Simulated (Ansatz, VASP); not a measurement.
Ni in VASP and in Ansatz

```
Ni
1.0
     0.00000    1.73757    1.73757
     1.73757    0.00000    1.73757
     1.73757    1.73757    0.00000
Ni
1
Direct
  0.00000 0.00000 0.00000
```

Alike in both runs: task relaxation of cell and atoms; functional PBEsol; k mesh 20 × 20 × 20; occupations gaussian, width 0.1 eV; collinear spin.

|  | VASP | Ansatz |
| --- | --- | --- |
| version | VASP 6.6.1 | Ansatz 0.2.0 |
| potentials or method | VASP PAW PBE potentials, release 64 (Ni), cutoff 600 eV | scalar-relativistic, plane waves, PAW |
| valence electrons in the cell | 10 | 18 |

|  | VASP | Ansatz | Ansatz less VASP |
| --- | --- | --- | --- |
| gap on the k mesh at the Fermi level, each at its own relaxed structure (eV) | none | none | - |
| net moment per atom (μB) | 0.62 | 0.63 | +0.010 |
| size of the moment on the site where the two differ most (μB) | 0.63 | 0.67 | +0.039 |
| relaxed volume (Å³/atom) | 10.38 | 10.38 | +0.006 |
| relaxed cell length with the largest relative difference (Å) | 2.448 | 2.449 | +0.0005 |

VASP's potentials were made for PBE, not for PBEsol. Site moments also hang on the region over which each program counts them. A gap of «none» marks a metal or a gap that the smearing closes. VASP's potentials hold 10 valence electrons a cell and Ansatz's 18, so a difference there can come from the potentials and not from the codes.
